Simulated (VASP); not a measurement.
Write the native input for VASP 6.6.1 that does the following.

```yaml
Task: electric field gradients
Functional: LDA
Potentials_or_basis: VASP PAW LDA potentials, release 64 (Cu)
Cutoff: 520 eV
k_mesh: 17 × 17 × 9
Occupations: fermi-dirac, width 0.03 eV
Spin: no spin polarisation
Dipole_correction: no
Further_INCAR_settings: ALGO = Normal; EDIFF = 1e-08; NBANDS = 18
```

The structure of Cu lies in POSCAR:

```
Cu
1.0
    2.5566345214      0.0000000000      0.0000000000
   -1.2783172607      2.2141104438      0.0000000000
    0.0000000000      0.0000000000      4.2279517710
Cu
2
Direct
    0.3333333333      0.6666666667      0.2500000000
    0.6666666667      0.3333333333      0.7500000000
```

The input as run:

INCAR

```
PREC = Accurate
ENCUT = 520
EDIFF = 1E-8
ISMEAR = -1
SIGMA = 0.03
LREAL = F
LASPH = T
NELM = 80
ALGO = Normal
ISIF = 2
LWAVE = F
LCHARG = F
LEFG = T
NBANDS = 18
```

KPOINTS

```
regular mesh
0
Gamma
  17 17 9
```

Potentials or basis: VASP PAW LDA potentials, release 64 (Cu).

Run with:

```bash
$ cat potpaw_LDA.64/Cu/POTCAR > POTCAR
$ mpirun -np 1 vasp_std > vasp.out
```

Results of the run:

* Pressure: -13.1 GPa
* Band gap on the k mesh: zero (band 11 reaches 10.86 eV, above the bottom of band 12 at 5.26 eV)

Caveat: without QUAD_EFG the Cq values of the log hold for a quadrupole moment of 1 mb, not for the nuclei.

It took 63 s on 1 thread of Intel(R) Xeon(R) Platinum 8488C (Sapphire Rapids), on a shared host, peak memory 0.17 GiB.
